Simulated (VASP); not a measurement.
Write the native input for VASP 6.6.1 that does the following.

| Quantity | Value |
| --- | --- |
| Task | relaxation of cell and atoms |
| Functional | PBE |
| Potentials or basis | VASP PAW PBE potentials, release 64 (Sr_sv, Al, O) |
| Cutoff | 600 eV |
| k mesh | 12 × 12 × 12 |
| Occupations | gaussian, width 0.1 eV |
| Spin | no spin polarisation |
| Dipole correction | no |
| Further INCAR settings | ALGO = Normal; EDIFF = 1e-07; IBRION = 2; EDIFFG = -0.01; NSW = 100; ISIF = 3 |

The structure of SrAlO lies in POSCAR:

```
SrAlO
1.0
    3.7363912199      0.0000000000      0.0000000000
    0.0000000000      3.7363912199      0.0000000000
    0.0000000000      0.0000000000      3.9930328241
Sr Al O
1 1 1
Direct
    0.0000000000      0.0000000000      0.0000000000
    0.5000000000      0.5000000000      0.5000000000
    0.5000000000      0.5000000000      0.0000000000
```

The cell was generated, and may not be a known phase.

The input as run:

INCAR

```
SYSTEM = SrAlO
  PREC = Accurate
  ENCUT = 600
  EDIFF = 1E-7
  ISMEAR = 0
  SIGMA = 0.1
  LREAL = .FALSE.
  LASPH = .TRUE.
  NELM = 60
  ALGO = Normal
  ISIF = 3
  LWAVE = .FALSE.
  LCHARG = .FALSE.
  GGA = PE
  IBRION = 2
  NSW = 100
  EDIFFG = -0.01
```

KPOINTS

```
Automatic mesh
0
G
  12 12 12
  0 0 0
```

Potentials or basis: VASP PAW PBE potentials, release 64 (Sr_sv, Al, O).

Command:

```bash
$ cat potpaw_PBE.64/Sr_sv/POTCAR potpaw_PBE.64/Al/POTCAR potpaw_PBE.64/O/POTCAR > POTCAR
$ mpirun -np 1 vasp_std > vasp.out
```

It gave:

```yaml
Relaxed_volume: 18.72 Å³/atom
Relaxed_cell: a = 3.745 Å, b = 3.745 Å, c = 4.003 Å, α = 90.00°, β = 90.00°, γ = 90.00°
Space_group_after_relaxing_to_0.1_Å: P4/mmm (No. 123)
Energy_gained_by_relaxing: 0.2 meV/atom
Ionic_steps: 3
Pressure_after_relaxing: 0.0 GPa
Band_gap_on_the_k_mesh: zero (an odd number of electrons rules out a gap without spin polarisation)
```

Wall time 5.4 min on 1 thread of Intel(R) Xeon(R) Platinum 8259CL CPU @ 2.50GHz (Skylake/Cascade Lake), on a shared host, peak memory 0.35 GiB.
